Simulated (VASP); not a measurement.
# Cu (P2/m) in VASP: single point with PBEsol+D3(BJ)

Aim: the single point of Cu with PBEsol+D3(BJ).

Everything below comes from runs of VASP 6.6.1. Logs are shortened: lines on timing, memory, paths and dates and some standing lists are left out, and cuts for length are marked.

## 1. The cell of the first run

It takes space group P2/m (No. 10, monoclinic). The conventional cell has a = 11.568 Å, b = 2.255 Å, c = 21.586 Å, α = 90.00°, β = 102.29°, γ = 90.00°. Cu (site symmetry 2/m) has 2 Cu at 2.25 Å within 3.0 Å.

## 2. Single point, PBEsol+D3(BJ) (strain -0.0300 x Voigt [0, 0, 1, 0, 0, 0])

INCAR reads:

```
SYSTEM = Cu
PREC = Accurate
ENCUT = 520
EDIFF = 1E-6
ISMEAR = 0
SIGMA = 0.15
LREAL = .False.
LASPH = .True.
NELM = 80
ALGO = Fast
ISIF = 2
LWAVE = .False.
LCHARG = .False.
GGA = PS
IVDW = 12
NBANDS = 12
```

KPOINTS reads:

```
regular mesh
0
Gamma
  6 26 4
  0 0 0
```

POSCAR reads:

```
Cu
1.0
   11.5683224068      0.0000000000      0.0000013594
    0.0000000000      2.2546350667      0.0000000000
   -4.5948541118      0.0000000000     21.0908630032
Cu
1
Direct
    0.5000000000      0.5000000000      0.5000000000
```

Potentials or basis: VASP PAW PBE potentials, release 64 (Cu).

The run is started by

```bash
$ cat potpaw_PBE.64/Cu/POTCAR > POTCAR
$ mpirun -np 1 vasp_std > vasp.out
```

OUTCAR:

```text
SYSTEM = Cu
   PREC = Accurate
   ENCUT = 520
   EDIFF = 1E-6
   ISMEAR = 0
   LREAL = .False.
   LASPH = .True.
   NELM = 80
   ISIF = 2
   GGA = PS
   IVDW = 12
 IVDW          = 12

 ion  position               nearest neighbor table
   1  0.500  0.500  0.500-

  LATTYP: Found a simple monoclinic cell.
 ALAT       =    11.5683224068
 B/A-ratio  =     0.1948973228
 C/A-ratio  =     1.8659212155
 COS(beta)  =    -0.2128667386

  Lattice vectors:

 A1 = (  11.5683224068,   0.0000000000,   0.0000013594)
 A2 = (   0.0000000000,   2.2546350667,   0.0000000000)
 A3 = (  -4.5948541118,   0.0000000000,  21.0908630032)

Analysis of symmetry for initial positions (statically):
=====================================================================
 Subroutine PRICEL returns:
 Original cell was already a primitive cell.

 Routine SETGRP: Setting up the symmetry group for a
 simple monoclinic supercell.

 Subroutine GETGRP returns: Found  4 space group operations
 (whereof  4 operations were pure point group operations)
 out of a pool of  4 trial point group operations.

The static configuration has the point symmetry C_2h.

Analysis of symmetry for dynamics (positions and initial velocities):
=====================================================================
 Subroutine PRICEL returns:
 Original cell was already a primitive cell.

 Routine SETGRP: Setting up the symmetry group for a
 simple monoclinic supercell.

 Subroutine GETGRP returns: Found  4 space group operations
 (whereof  4 operations were pure point group operations)
 out of a pool of  4 trial point group operations.

The dynamic configuration has the point symmetry C_2h.

 Subroutine INISYM returns: Found  4 space group operations
 (whereof  4 operations are pure point group operations),
 and found     1 'primitive' translations

----------------------------------------------------------------------------------------

                                     Primitive cell

  volume of cell :     550.0992

  direct lattice vectors                    reciprocal lattice vectors
    11.568322407  0.000000000  0.000001359     0.086442955  0.000000000  0.018832457
     0.000000000  2.254635067  0.000000000     0.000000000  0.443530758  0.000000000
    -4.594854112  0.000000000 21.090863003    -0.000000006  0.000000000  0.047413895

  length of vectors
    11.568322407  2.254635067 21.585578207     0.088470594  0.443530758  0.047413895

  position of ions in fractional coordinates (direct lattice)
     0.500000000  0.500000000  0.500000000

  ion indices of the primitive-cell ions
   primitive index   ion index
                 1           1

----------------------------------------------------------------------------------------

 KPOINTS: regular mesh

Automatic generation of k-mesh.
 Grid dimensions read from file:
 generate k-points for:    6   26    4

 Generating k-lattice:

  Cartesian coordinates                     Fractional coordinates (reciprocal lattice)
     0.014407159  0.000000000  0.003138743     0.166666667  0.000000000  0.000000000
     0.000000000  0.017058875  0.000000000     0.000000000  0.038461538  0.000000000
    -0.000000001  0.000000000  0.011853474     0.000000000  0.000000000  0.250000000

  Length of vectors
     0.014745099  0.017058875  0.011853474

  Shift w.r.t. Gamma in fractional coordinates (k-lattice)
     0.000000000  0.000000000  0.000000000

 Subroutine IBZKPT returns following result:
 ===========================================

 Found    196 irreducible k-points:

 Following reciprocal coordinates:
            Coordinates               Weight
  0.000000  0.000000  0.000000      1.000000
  0.166667  0.000000  0.000000      2.000000
  0.333333  0.000000  0.000000      2.000000
  0.500000  0.000000  0.000000      1.000000
  0.000000  0.038462  0.000000      2.000000
  0.166667  0.038462  0.000000      4.000000
[... 16 lines left out ...]
  0.333333  0.192308  0.000000      4.000000
  0.500000  0.192308  0.000000      2.000000
 [... further k-points ...]
   k-points           NKPTS =    196   k-points in BZ     NKDIM =    196   number of bands    NBANDS=     12
   number of dos      NEDOS =    301   number of ions     NIONS =      1
   total plane-waves  NPLWV = 262440
   dimension x,y,z NGX =    90 NGY =   18 NGZ =  162
   dimension x,y,z NGXF=   180 NGYF=   36 NGZF=  324
   ions per type =               1
   NGX,Y,Z   is equivalent  to a cutoff of  12.93, 13.27, 12.48 a.u.
   NGXF,Y,Z  is equivalent  to a cutoff of  25.87, 26.54, 24.95 a.u.
 SYSTEM =  Cu
   PREC   = accura    normal or accurate (medium, high low for compatibility)
   ISTART =      0    job   : 0-new  1-cont  2-samecut
   ICHARG =      2    charge: 1-file 2-atom 10-const
   ISPIN  =      1    spin polarized calculation?
   LNONCOLLINEAR =      F non collinear calculations
   LSORBIT =      F    spin-orbit coupling
   LASPH  =      T    aspherical Exc in radial PAW
   ENCUT  =  520.0 eV  38.22 Ry    6.18 a.u.  21.51  4.19 40.13*2*pi/ulx,y,z
   NELM   =     80;   NELMIN=  2; NELMDL= -5     # of ELM steps
   EDIFF  = 0.1E-05   stopping-criterion for ELM
   LREAL  =      F    real-space projection
   EDIFFG = 0.1E-04   stopping-criterion for IOM
   NSW    =      0    number of steps for IOM
   IBRION =     -1    ionic relax: 0-MD 1-quasi-New 2-CG
   NFREE  =      0    steps in history (QN), initial steepest desc. (CG)
   ISIF   =      2    stress and relaxation
   ISYM   =      2    0-nonsym 1-usesym 2-fastsym
   POTIM  = 0.5000    time-step for ionic-motion
   TEBEG  =    0.0;   TEEND  =   0.0 temperature during run
   PSTRESS=    0.0 pullay stress
   NELECT =      11.0000    total number of electrons
   NUPDOWN=      -1.0000    fix difference up-down
   EMIN   =  10.00;   EMAX   =-10.00  energy-range for DOS
   EFERMI =   0.00;   METHOD = LEGACY
   ISMEAR =     0;   SIGMA  =   0.15  broadening in eV -4-tet -1-fermi 0-gaus
   EFERMI_NEDOS =   21; number of points for ismear=-14 and -15
   IALGO  =     68    algorithm
   IMIX   =      4    mixing-type and parameters
     AMIX     =   0.40;   BMIX     =  1.00
     AMIX_MAG =   1.60;   BMIX_MAG =  1.00
  volume/ion in A,a.u.               =     550.10      3712.25
  Fermi-wavevector in a.u.,A,eV,Ry     =   0.444350  0.839700  2.686431  0.197447
  Thomas-Fermi vector in A             =   1.421401
   LORBIT       =      0    0 simple, 1 ext, 2 COOP (PROOUT), +10 PAW based schemes
   GGA     = PS    functional components
   LHFCALC =     F    Hartree Fock is set to
   AEXX    =    0.0000 exact exchange contribution
   IVDW    =    12    specifies the selected vdW correction
   LEPSILON=     F    determine dielectric tensor
   LRPA    =     F    only Hartree local field effects (RPA)
 non-spin polarized calculation
 RMM-DIIS sequential band-by-band and
 Gauss-broadening in eV      SIGMA  =   0.15
  energy-cutoff  :      520.00
  volume of cell :      550.10
 maximum number of plane-waves:     14886
 NGX is ok and might be reduce to    90
   NGX = 43   NGY =  9   NGZ = 81

 number of electron      11.0000004 magnetization

 Free energy of the ion-electron system (eV)
  ---------------------------------------------------
  ext. energy  EPLUGINS =         0.00000000
  ---------------------------------------------------
  free energy    TOTEN  =        -1.94806150 eV

  energy without entropy =       -1.92815679  energy(sigma->0) =       -1.93810914

 E-fermi :  -5.0202     XC(G=0):  -0.7723

 val. band max:       -5.1169127846   @ k =   0.0000   0.0000   0.0000
 cond. band min:      -5.0125061290   @ k =   0.0000   0.2692   0.5000
 fundamental gap:      0.1044066556
 Fermi energy:        -5.0201674514

 k-point     1 :       0.0000    0.0000    0.0000
  band No.  band energies     occupation
      1      -8.5450      2.00000
      2      -6.1773      2.00000
      3      -5.9671      2.00000
      4      -5.9671      2.00000
      5      -5.1169      1.63832
      6      -5.1169      1.63830
      7      -2.0924      0.00000
      8      -2.0855      0.00000
      9       0.0394      0.00000
     10       0.4408      0.00000
     11       0.5334      0.00000
     12       1.0078      0.00000

 k-point     2 :       0.1667    0.0000    0.0000
  band No.  band energies     occupation
      1      -8.5450      2.00000
      2      -6.1773      2.00000
      3      -5.9671      2.00000
      4      -5.9671      2.00000
      5      -5.1169      1.63832
      6      -5.1169      1.63830
      7      -2.0921      0.00000
      8      -2.0887      0.00000
      9       0.0854      0.00000
     10       0.4624      0.00000
     11       0.5727      0.00000
     12       0.9127      0.00000

 k-point     3 :       0.3333    0.0000    0.0000
  band No.  band energies     occupation
      1      -8.5450      2.00000
      2      -6.1772      2.00000
      3      -5.9671      2.00000
      4      -5.9671      2.00000
      5      -5.1169      1.63832
      6      -5.1169      1.63830
      7      -2.0950      0.00000
      8      -2.0914      0.00000
      9       0.2132      0.00000
     10       0.5198      0.00000
     11       0.6580      0.00000
     12       0.6978      0.00000
[... 286 lines left out ...]
 k-point    23 :       0.3333    0.1923    0.0000
  band No.  band energies     occupation
      1      -7.2812      2.00000
      2      -5.8626      2.00000
      3      -5.8626      2.00000
      4      -5.8341      2.00000
      5      -5.8341      2.00000
      6      -5.6437      2.00000
      7      -0.6833      0.00000
      8      -0.6778      0.00000
      9       1.2954      0.00000
     10       1.6150      0.00000
     11       1.7472      0.00000
     12       1.8082      0.00000

 k-point    24 :       0.5000    0.1923    0.0000
  band No.  band energies     occupation
      1      -7.2812      2.00000
      2      -5.8626      2.00000
      3      -5.8626      2.00000
      4      -5.8341      2.00000
      5      -5.8341      2.00000
      6      -5.6437      2.00000
      7      -0.6879      0.00000
      8      -0.6773      0.00000
      9       1.4291      0.00000
     10       1.5915      0.00000
     11       1.6617      0.00000
     12       1.8306      0.00000

 [... further k-points ...]

------------------------ aborting loop because EDIFF is reached ----------------------------------------

 Edisp (eV)   -0.02797

 E8    (eV) :    -0.0192

  FORCE on cell =-STRESS in cart. coord.  units (eV):
  Direction    XX          YY          ZZ          XY          YZ          ZX
  --------------------------------------------------------------------------------------
  -------------------------------------------------------------------------------------
  Total      -0.00909     0.04398    -0.00417     0.00000     0.00000    -0.00066
  in kB      -0.02646     0.12810    -0.01215     0.00000     0.00000    -0.00191
  external pressure =        0.03 kB  Pullay stress =        0.00 kB

 VOLUME and BASIS-vectors are now :
 -----------------------------------------------------------------------------
  energy-cutoff  :      520.00
  volume of cell :      550.10
      direct lattice vectors                 reciprocal lattice vectors
    11.568322407  0.000000000  0.000001359     0.086442955  0.000000000  0.018832457
     0.000000000  2.254635067  0.000000000     0.000000000  0.443530758  0.000000000
    -4.594854112  0.000000000 21.090863003    -0.000000006  0.000000000  0.047413895

 POSITION                                       TOTAL-FORCE (eV/Angst)
 -----------------------------------------------------------------------------------
      3.48673      1.12732     10.54543         0.000000      0.000000      0.000000
 -----------------------------------------------------------------------------------
    total drift:                                0.000000     -0.000000     -0.000000

  FREE ENERGIE OF THE ION-ELECTRON SYSTEM (eV)
  ---------------------------------------------------
  free  energy   TOTEN  =        -1.9760281421 eV

  energy  without entropy=       -1.9561234277  energy(sigma->0) =       -1.96607578
```

It took 15 min on 1 thread of AMD EPYC 9R45 (Zen 5), shared host; peak memory 1.5 GiB.

Results:

| Property | Result |
| --- | --- |
| Free energy | -1.9760 eV |
| Pressure | 0.0 GPa |
| Band gap on the k mesh | zero (an odd number of electrons rules out a gap without spin polarisation) |
| Dispersion energy per atom | -0.028 eV |

Caveat: the cell differs from its parent crystal (strain -0.0300 x Voigt [0, 0, 1, 0, 0, 0]); the PAW data sets were made with another functional, which shifts forces and pressure a little.

The gap in the log of VASP goes by the Fermi energy; the results here count the filled bands.